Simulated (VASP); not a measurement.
Here is a VASP 6.6.1 calculation.

Contents of INCAR:

```
SYSTEM = Zr2Nb3Cu3
PREC = Accurate ; ENCUT = 400
EDIFF = 1E-6 ; ISMEAR = -1
SIGMA = 0.1861 ; LREAL = Auto
LASPH = .TRUE. ; NELM = 120
ALGO = Normal ; ISIF = 2
LWAVE = .FALSE. ; LCHARG = .TRUE.
GGA = PE ; LELF = .TRUE.
LVHAR = .TRUE. ; ISYM = -1
NBANDS = 110 ; GGA_COMPAT = .FALSE.
```

Contents of KPOINTS:

```
explicit points
1
Reciprocal
  0.25000000   0.25000000   0.25000000 1
```

Contents of POSCAR:

```
Zr2Nb3Cu3
1.0
    6.8185840000      0.0521060000     -0.0543080000
    0.0521060000      6.6479630000     -0.2149050000
   -0.0543080000     -0.2149050000      6.4861440000
Nb Cu Zr
6 6 4
Direct
    0.8357114529      0.8589277836      0.2189186199
    0.0845462943      0.5383545036      0.5654693474
    0.8466133362      0.8312392112      0.7153586691
    0.0606855091      0.0870586700      0.9291728725
    0.3071074978      0.7369444942      0.7821775851
    0.7620236873      0.2423218232      0.2136875397
    0.3059876692      0.2958484754      0.7752100316
    0.0169371156      0.1253751570      0.4047459583
    0.6152652788      0.6388295890     -0.0284149566
    0.3933290318      0.2099429330      0.1932372607
   -0.0163187531      0.5354853081      0.9375268621
    0.5277162567     -0.0092472531      0.8811185711
    0.4751773882      0.0347137006      0.4872896873
    0.6914648475      0.2755717207      0.7379775740
    0.2900974079      0.6458819648      0.2515075018
    0.5966808928      0.5501655048      0.4921689780
```

Potentials or basis: VASP PAW PBE potentials, release 64 (Nb_sv, Cu, Zr_sv).

Launch:

```console
$ cat potpaw_PBE.64/Nb_sv/POTCAR potpaw_PBE.64/Cu/POTCAR potpaw_PBE.64/Zr_sv/POTCAR > POTCAR
$ mpirun -np 1 vasp_std > vasp.out
```

**Question.** Estimate the pressure.

**Answer.** 3.9 GPa.

**Question.** Estimate the largest force.

**Answer.** 3.867 eV/Å.

Forces in eV/Å, atoms in the order of the input:
```
Nb  -0.588 -1.609 -0.068
Nb  -1.308 -1.247 -1.596
Nb   0.480  0.546 -0.668
Nb  -0.089 -0.813  1.438
Nb  -2.038 -0.168 -0.226
Nb  -0.498  2.206 -2.091
Cu   0.126  1.062  0.217
Cu   2.945 -0.157  2.501
Cu   0.214 -1.090  0.587
Cu  -1.475  1.439 -1.918
Cu  -0.038 -0.479  1.142
Cu   0.265  0.675  2.925
Zr  -0.850 -1.950 -0.884
Zr   3.294  0.785  1.094
Zr  -0.391  0.444 -2.294
Zr  -0.048  0.356 -0.161
```

Caveat: the atoms stand as in a frame of molecular dynamics.
